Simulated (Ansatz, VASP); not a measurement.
Given: the input of a run of VASP 6.6.1 on NiO.

Contents of INCAR:

```
PREC = Accurate
ENCUT = 520
EDIFF = 1E-6
ISMEAR = -1
SIGMA = 0.05
LREAL = F
LASPH = T
NELM = 150
ALGO = Normal
ISIF = 2
LWAVE = F
LCHARG = F
ISPIN = 2
MAGMOM = 1 0
LORBIT = 11
NUPDOWN = 1.0
LMAXMIX = 4
GGA = PE
NBANDS = 19
```

KPOINTS

```
regular mesh
0
Gamma
  9 9 9
```

The input POSCAR:

```
NiO
1.0
    2.5046153800      0.0000000000      0.0000000000
    0.0000000000      2.5046153800      0.0000000000
    0.0000000000      0.0000000000      2.5046153800
Ni O
1 1
Direct
    0.0000000000      0.0000000000      0.0000000000
    0.5000000000      0.5000000000      0.5000000000
```

Potentials or basis: VASP PAW PBE potentials, release 64 (Ni, O).

Run with:

```bash
$ cat potpaw_PBE.64/Ni/POTCAR potpaw_PBE.64/O/POTCAR > POTCAR
$ mpirun -np 1 vasp_std > vasp.out
```

Task: Translate it to Ansatz 0.2.0. Potentials there: Ansatz PAW.

Result: As run (the cutoff follows the program's own potentials):

File input.yaml:

```yaml
crystal:
  lattice:
    - [2.50461538, 0.0, 0.0]
    - [0.0, 2.50461538, 0.0]
    - [0.0, 0.0, 2.50461538]
  atoms:
    - { symbol: Ni, position: [0.0, 0.0, 0.0], spin: 1.0 }
    - { symbol: O, position: [0.5, 0.5, 0.5] }
hamiltonian:
  xc: pbe
  pseudopotentials: { kind: paw }
magnetization:
  spin_polarized: true
  initial_magnetization: 1.0
  spin_locking: { lock_magnetization: hard }
kpoints:
  mp_grid: { grid: [9, 9, 9] }
scf:
  occupations: { method: fermi_dirac, width: 0.05 }
  lower_state_search: "off"
output:
  forces: true
  stress: true
  eigenvalues: true
```

Potentials or basis: Ansatz PAW.

The run is started by

```bash
$ ansatz run input.yaml --threads 2 --pin off --max-ram 5632MiB --backend cpu --events-out ev --progress --plain --runs-dir out
```

Both were run:

|  | VASP | Ansatz | Ansatz less VASP |
| --- | --- | --- | --- |
| pressure (GPa) | 26.3 | 26.3 | +0.07 |
| net moment per atom (μB) | 0.50 | 0.50 | 0.000 |
| size of the moment on the site where the two differ most (μB) | 0.76 | 0.78 | +0.018 |

Site moments also hang on the region over which each program counts them. VASP's potentials hold 16 valence electrons a cell and Ansatz's 24, so a difference there can come from the potentials and not from the codes.
